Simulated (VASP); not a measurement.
# AlFe3 (Fm-3m) in VASP: notebook, part 2 of 3

VASP 6.6.1. Earlier steps stand in the parts before.

## (3) Single point, PBEsol, collinear spin, ferromagnetic start

This run uses another cell than the first one, of 12.03 Å³/atom.

The input, INCAR:

```
PREC = Accurate
ENCUT = 520
EDIFF = 1E-6
ISMEAR = -1
SIGMA = 0.05
LREAL = F
LASPH = T
NELM = 150
ALGO = Fast
ISIF = 2
LWAVE = F
LCHARG = F
ISPIN = 2
MAGMOM = 3 3 3 0
LORBIT = 11
LMAXMIX = 4
GGA = PS
NBANDS = 26
```

The input, KPOINTS:

```
Automatic mesh
0
Gamma
  8 8 8
```

The input, POSCAR:

```
AlFe3
1.0
    0.0000000000      2.8871421494      2.8871421494
    2.8871421494      0.0000000000      2.8871421494
    2.8871421494      2.8871421494      0.0000000000
Fe Al
3 1
Direct
    0.7500000000      0.7500000000      0.7500000000
    0.2500000000      0.2500000000      0.2500000000
    0.5000000000      0.5000000000      0.5000000000
    0.0000000000      0.0000000000      0.0000000000
```

Potentials or basis: VASP PAW PBE potentials, release 64 (Fe, Al).

On the command line:

```bash
cat potpaw_PBE.64/Fe/POTCAR potpaw_PBE.64/Al/POTCAR > POTCAR
mpirun -np 1 vasp_std > vasp.out
```

OUTCAR:

```text
PREC = Accurate
   ENCUT = 520
   EDIFF = 1E-6
   ISMEAR = -1
   LREAL = F
   LASPH = T
   NELM = 150
   ISIF = 2
   ISPIN = 2
   LORBIT = 11
   GGA = PS

 ion  position               nearest neighbor table
   1  0.750  0.750  0.750-   3 2.50   4 2.50   3 2.50   3 2.50   3 2.50   4 2.50   4 2.50   4 2.50
                             2 2.89   2 2.89   2 2.89   2 2.89   2 2.89   2 2.89
   2  0.250  0.250  0.250-   3 2.50   4 2.50   4 2.50   4 2.50   4 2.50   3 2.50   3 2.50   3 2.50
                             1 2.89   1 2.89   1 2.89   1 2.89   1 2.89   1 2.89
   3  0.500  0.500  0.500-   1 2.50   2 2.50   2 2.50   2 2.50   2 2.50   1 2.50   1 2.50   1 2.50
                             4 2.89   4 2.89   4 2.89   4 2.89   4 2.89   4 2.89
   4  0.000  0.000  0.000-   1 2.50   2 2.50   1 2.50   1 2.50   1 2.50   2 2.50   2 2.50   2 2.50
                             3 2.89   3 2.89   3 2.89   3 2.89   3 2.89   3 2.89

  LATTYP: Found a face centered cubic cell.
 ALAT       =     5.7742842988

  Lattice vectors:

 A1 = (   0.0000000000,   2.8871421494,   2.8871421494)
 A2 = (   2.8871421494,   0.0000000000,   2.8871421494)
 A3 = (   2.8871421494,   2.8871421494,   0.0000000000)

Analysis of symmetry for initial positions (statically):
=====================================================================
 Subroutine PRICEL returns:
 Original cell was already a primitive cell.

 Routine SETGRP: Setting up the symmetry group for a
 face centered cubic supercell.

 Subroutine GETGRP returns: Found 48 space group operations
 (whereof 48 operations were pure point group operations)
 out of a pool of 48 trial point group operations.

The static configuration has the point symmetry O_h .

Analysis of symmetry for dynamics (positions and initial velocities):
=====================================================================
 Subroutine PRICEL returns:
 Original cell was already a primitive cell.

 Routine SETGRP: Setting up the symmetry group for a
 face centered cubic supercell.

 Subroutine GETGRP returns: Found 48 space group operations
 (whereof 48 operations were pure point group operations)
 out of a pool of 48 trial point group operations.

[... 171 lines left out ...]
 Fermi energy:         6.5967212604

 spin component 1

 k-point     1 :       0.0000    0.0000    0.0000
  band No.  band energies     occupation
      1      -2.8979      1.00000
      2       2.5758      1.00000
      3       2.5758      1.00000
      4       3.0303      1.00000
      5       3.0303      1.00000
      6       3.0303      1.00000
[... 661 lines left out ...]
     24      16.8154      0.00000
     25      17.5729      0.00000

 [... further k-points ...]

 spin component 2

 k-point     1 :       0.0000    0.0000    0.0000
  band No.  band energies     occupation
      1      -2.8275      1.00000
      2       4.1296      1.00000
      3       4.1296      1.00000
      4       4.1296      1.00000
      5       4.1847      1.00000
      6       4.1848      1.00000
[... 661 lines left out ...]
     24      17.2910      0.00000
     25      18.1877      0.00000

 [... further k-points ...]

 [bands above 25 left out]

------------------------ aborting loop because EDIFF is reached ----------------------------------------

  FORCE on cell =-STRESS in cart. coord.  units (eV):
  Direction    XX          YY          ZZ          XY          YZ          ZX
  --------------------------------------------------------------------------------------
  -------------------------------------------------------------------------------------
  Total       -2.9229994     -2.9229994     -2.9229994      0.0000000     -0.0000000      0.0000000
  in kB      -97.2982011    -97.2982011    -97.2982011      0.0000000     -0.0000000      0.0000000
  external PRESSURE =     -97.2982011 kB  Pullay stress =       0.0000000 kB

 VOLUME and BASIS-vectors are now :
 -----------------------------------------------------------------------------
  energy-cutoff  :      520.00
  volume of cell :       48.13
      direct lattice vectors                 reciprocal lattice vectors
     0.000000000  2.887142149  2.887142149    -0.173181636  0.173181636  0.173181636
     2.887142149  0.000000000  2.887142149     0.173181636 -0.173181636  0.173181636
     2.887142149  2.887142149  0.000000000     0.173181636  0.173181636 -0.173181636

 POSITION                                       TOTAL-FORCE (eV/Angst)
 -----------------------------------------------------------------------------------
      4.33071      4.33071      4.33071         0.000000      0.000000     -0.000000
      1.44357      1.44357      1.44357        -0.000000     -0.000000      0.000000
      2.88714      2.88714      2.88714        -0.000000     -0.000000     -0.000000
      0.00000      0.00000      0.00000        -0.000000     -0.000000     -0.000000
 -----------------------------------------------------------------------------------
    total drift:                                0.000000     -0.000000      0.000000

  FREE ENERGIE OF THE ION-ELECTRON SYSTEM (eV)
  ---------------------------------------------------
  free  energy   TOTEN  =       -31.5650296231 eV

  energy  without entropy=      -31.5347342306  energy(sigma->0) =      -31.54988193

 total charge

# of ion       s       p       d       tot
------------------------------------------
    1        0.439   0.513   6.320   7.272
    2        0.439   0.513   6.320   7.272
    3        0.471   0.513   6.215   7.199
    4        0.407   0.423   0.000   0.830
--------------------------------------------------
tot          1.755   1.962  18.856  22.573

 magnetization (x)

# of ion       s       p       d       tot
------------------------------------------
    1       -0.009  -0.038   1.957   1.911
    2       -0.009  -0.038   1.957   1.911
    3       -0.010  -0.041   2.433   2.382
    4       -0.011  -0.047   0.000  -0.058
--------------------------------------------------
tot         -0.037  -0.164   6.348   6.146
```

stdout:

```text
POSCAR found type information on POSCAR FeAl
 POSCAR found :  2 types and       4 ions
 scaLAPACK will be used
 -----------------------------------------------------------------------------
|                                                                             |
|                                                                             |
|     You enforced a specific xc type in the INCAR file but a different       |
|     I HOPE YOU KNOW WHAT YOU ARE DOING!                                     |
|                                                                             |
 -----------------------------------------------------------------------------

 LDA part: xc-table for (Slater+PW92), standard interpolation
 POSCAR, INCAR and KPOINTS ok, starting setup
 FFT: planning ... GRIDC
 FFT: planning ... GRID_SOFT
 FFT: planning ... GRID
 WAVECAR not read
 entering main loop
```

It took 43 s on 1 thread of Intel Xeon 6975P-C (Granite Rapids), shared host; peak memory 0.21 GiB.

Results:

```
Free energy                                           : -31.5650 eV
Pressure                                              : -9.7 GPa
Net moment                                            : 6.05 μB per cell
Site moments                                          : Fe +1.91, +2.38 (each value once); Al -0.06 μB
Valence electrons inside the program's atomic spheres : Fe 7.27, 7.20 (each value once); Al 0.83
```

Caveat: the cell stands under tension; the PAW data sets were made with another functional, which shifts forces and pressure a little.

## (4) Single point, PBEsol, collinear spin, ferromagnetic start (12.27 Å³/atom)

This run uses another cell than the first one, of 12.27 Å³/atom.

The input, INCAR:

```
SYSTEM = AlFe3
ALGO     = Normal         ! electronic algorithm
EDIFF    = 1E-6           ! SCF threshold, eV
ENCUT    = 520            ! plane-wave cutoff, eV
GGA      = PS             ! functional
ISIF     = 2              ! what is computed and relaxed
ISMEAR   = -1             ! smearing method
ISPIN    = 2              ! spin polarisation
LASPH    = .TRUE.         ! aspherical terms in the spheres
LCHARG   = .FALSE.        ! write CHGCAR
LMAXMIX  = 4              ! l up to which the mixer works
LORBIT   = 11             ! projections on sites
LREAL    = .FALSE.        ! projectors in reciprocal space
LWAVE    = .FALSE.        ! write WAVECAR
MAGMOM   = 3 3 3 0        ! initial moments
NBANDS   = 26             ! bands
NELM     = 150            ! most SCF steps
PREC     = Accurate       ! precision mode
SIGMA    = 0.05           ! smearing width, eV
```

The input, KPOINTS:

```
k-points
0
G
  8 8 8
  0 0 0
```

The input, POSCAR:

```
AlFe3
1.0
    0.0000000000      2.9062628533      2.9062628533
    2.9062628533      0.0000000000      2.9062628533
    2.9062628533      2.9062628533      0.0000000000
Fe Al
3 1
Direct
    0.7500000000      0.7500000000      0.7500000000
    0.2500000000      0.2500000000      0.2500000000
    0.5000000000      0.5000000000      0.5000000000
    0.0000000000      0.0000000000      0.0000000000
```

Potentials or basis: VASP PAW PBE potentials, release 64 (Fe, Al).

On the command line:

```bash
cat potpaw_PBE.64/Fe/POTCAR potpaw_PBE.64/Al/POTCAR > POTCAR
mpirun -np 1 vasp_std > vasp.out
```

OUTCAR:

```text
SYSTEM = AlFe3
   EDIFF = 1E-6
   ENCUT = 520
   GGA = PS
   ISIF = 2
   ISMEAR = -1
   ISPIN = 2
   LASPH = .TRUE.
   LORBIT = 11
   LREAL = .FALSE.
   NELM = 150
   PREC = Accurate

 ion  position               nearest neighbor table
   1  0.750  0.750  0.750-   3 2.52   3 2.52   3 2.52   4 2.52   4 2.52   4 2.52   3 2.52   4 2.52
                             2 2.91   2 2.91   2 2.91   2 2.91   2 2.91   2 2.91
   2  0.250  0.250  0.250-   4 2.52   4 2.52   3 2.52   4 2.52   3 2.52   3 2.52   4 2.52   3 2.52
                             1 2.91   1 2.91   1 2.91   1 2.91   1 2.91   1 2.91
   3  0.500  0.500  0.500-   2 2.52   2 2.52   1 2.52   2 2.52   1 2.52   1 2.52   2 2.52   1 2.52
                             4 2.91   4 2.91   4 2.91   4 2.91   4 2.91   4 2.91
   4  0.000  0.000  0.000-   1 2.52   1 2.52   1 2.52   2 2.52   2 2.52   2 2.52   1 2.52   2 2.52
                             3 2.91   3 2.91   3 2.91   3 2.91   3 2.91   3 2.91

  LATTYP: Found a face centered cubic cell.
 ALAT       =     5.8125257066

  Lattice vectors:

 A1 = (   0.0000000000,   2.9062628533,   2.9062628533)
[... 1559 lines left out ...]
  --------------------------------------------------------------------------------------
  -------------------------------------------------------------------------------------
  Total       -3.8111395     -3.8111395     -3.8111395      0.0000000     -0.0000000      0.0000000
  in kB     -124.3743328   -124.3743328   -124.3743328      0.0000000     -0.0000000      0.0000000
  external PRESSURE =    -124.3743328 kB  Pullay stress =       0.0000000 kB

 VOLUME and BASIS-vectors are now :
 -----------------------------------------------------------------------------
  energy-cutoff  :      520.00
  volume of cell :       49.09
      direct lattice vectors                 reciprocal lattice vectors
     0.000000000  2.906262853  2.906262853    -0.172042250  0.172042250  0.172042250
     2.906262853  0.000000000  2.906262853     0.172042250 -0.172042250  0.172042250
     2.906262853  2.906262853  0.000000000     0.172042250  0.172042250 -0.172042250

 POSITION                                       TOTAL-FORCE (eV/Angst)
 -----------------------------------------------------------------------------------
      4.35939      4.35939      4.35939         0.000000      0.000000     -0.000000
      1.45313      1.45313      1.45313        -0.000000     -0.000000     -0.000000
      2.90626      2.90626      2.90626         0.000000     -0.000000      0.000000
      0.00000      0.00000      0.00000         0.000000     -0.000000      0.000000
 -----------------------------------------------------------------------------------
    total drift:                               -0.000000      0.000000      0.000000

  FREE ENERGIE OF THE ION-ELECTRON SYSTEM (eV)
  ---------------------------------------------------
  free  energy   TOTEN  =       -31.4978221237 eV

  energy  without entropy=      -31.4658350792  energy(sigma->0) =      -31.48182860

 total charge

# of ion       s       p       d       tot
------------------------------------------
    1        0.432   0.497   6.304   7.233
    2        0.432   0.497   6.304   7.233
    3        0.462   0.497   6.204   7.163
    4        0.404   0.415   0.000   0.819
--------------------------------------------------
tot          1.731   1.905  18.812  22.448

 magnetization (x)

# of ion       s       p       d       tot
------------------------------------------
    1       -0.008  -0.038   1.997   1.951
    2       -0.008  -0.038   1.997   1.951
    3       -0.010  -0.041   2.443   2.392
    4       -0.011  -0.048   0.000  -0.060
--------------------------------------------------
tot         -0.037  -0.166   6.437   6.234
```

OSZICAR:

```text
N       E                     dE             d eps       ncg     rms          rms(c)
DAV:   1     0.165551501635E+03    0.16555E+03   -0.11260E+04  3032   0.122E+03
DAV:   2    -0.273871558898E+02   -0.19294E+03   -0.17756E+03  3016   0.261E+02
DAV:   3    -0.356283310081E+02   -0.82412E+01   -0.77591E+01  3452   0.743E+01
DAV:   4    -0.357713423055E+02   -0.14301E+00   -0.14263E+00  3772   0.904E+00
DAV:   5    -0.357753137960E+02   -0.39715E-02   -0.39710E-02  3662   0.127E+00    0.213E+01
DAV:   6    -0.336374344947E+02    0.21379E+01   -0.31132E+01  3598   0.893E+01    0.173E+01
DAV:   7    -0.319632060162E+02    0.16742E+01   -0.75442E+00  3584   0.540E+01    0.122E+01
DAV:   8    -0.317340560018E+02    0.22915E+00   -0.23471E+00  3448   0.313E+01    0.701E+00
DAV:   9    -0.315192131039E+02    0.21484E+00   -0.33937E-01  3848   0.127E+01    0.200E+00
DAV:  10    -0.315029229343E+02    0.16290E-01   -0.59539E-02  3860   0.273E+00    0.832E-01
DAV:  11    -0.314979446305E+02    0.49783E-02   -0.71184E-03  4128   0.843E-01    0.357E-01
DAV:  12    -0.314978802740E+02    0.64356E-04   -0.11970E-03  3298   0.408E-01    0.169E-01
DAV:  13    -0.314978210987E+02    0.59175E-04   -0.21340E-04  4472   0.170E-01    0.668E-02
DAV:  14    -0.314978214339E+02   -0.33527E-06   -0.42707E-05  3612   0.854E-02    0.325E-02
DAV:  15    -0.314978221237E+02   -0.68980E-06   -0.51685E-06  2974   0.341E-02
   1 F= -.31497822E+02 E0= -.31481829E+02  d E =-.319870E-01  mag=     6.1195
```

stdout:

```text
POSCAR found type information on POSCAR FeAl
 POSCAR found :  2 types and       4 ions
 scaLAPACK will be used
 -----------------------------------------------------------------------------
|                                                                             |
|                                                                             |
|     You enforced a specific xc type in the INCAR file but a different       |
|     I HOPE YOU KNOW WHAT YOU ARE DOING!                                     |
|                                                                             |
 -----------------------------------------------------------------------------

 LDA part: xc-table for (Slater+PW92), standard interpolation
 POSCAR, INCAR and KPOINTS ok, starting setup
 FFT: planning ... GRIDC
 FFT: planning ... GRID_SOFT
 FFT: planning ... GRID
 WAVECAR not read
 entering main loop
```

Wall time 29 s (1 thread of Intel Xeon 6975P-C (Granite Rapids), shared host); peak memory 0.23 GiB.

Results:

```
Free energy                                           : -31.4978 eV
Pressure                                              : -12.4 GPa
Net moment                                            : 6.12 μB per cell
Site moments                                          : Fe +1.95, +2.39 (each value once); Al -0.06 μB
Valence electrons inside the program's atomic spheres : Fe 7.23, 7.16 (each value once); Al 0.82
```

Levels at points of the mesh, in eV from the Fermi level:
Spin up:
```csv
k point,band 14,band 15,band 16,band 17,band 18,band 19
"(0.00, 0.00, 0.00)",-0.96,-0.64,-0.64,5.42,5.42,5.42
"(0.50, 0.00, 0.00)",-1.14,-0.76,-0.76,-0.35,4.41,4.41
"(0.50, 0.50, 0.00)",-0.95,-0.95,-0.67,-0.57,-0.57,-0.02
```
Spin down:
```tsv
k point	band 8	band 9	band 10	band 11	band 12	band 13	band 14	band 15
(0.00, 0.00, 0.00)	-1.12	-1.12	0.89	0.89	0.89	1.50	1.50	1.56
(0.50, 0.00, 0.00)	-1.05	-1.05	-0.24	-0.10	-0.10	1.28	1.28	1.48
(0.50, 0.50, 0.00)	-1.15	-0.97	-0.01	-0.01	0.31	0.84	1.10	1.46
```

Caveat: the cell stands under tension; the PAW data sets were made with another functional, which shifts forces and pressure a little.

(Continued in part 3 of 3.)
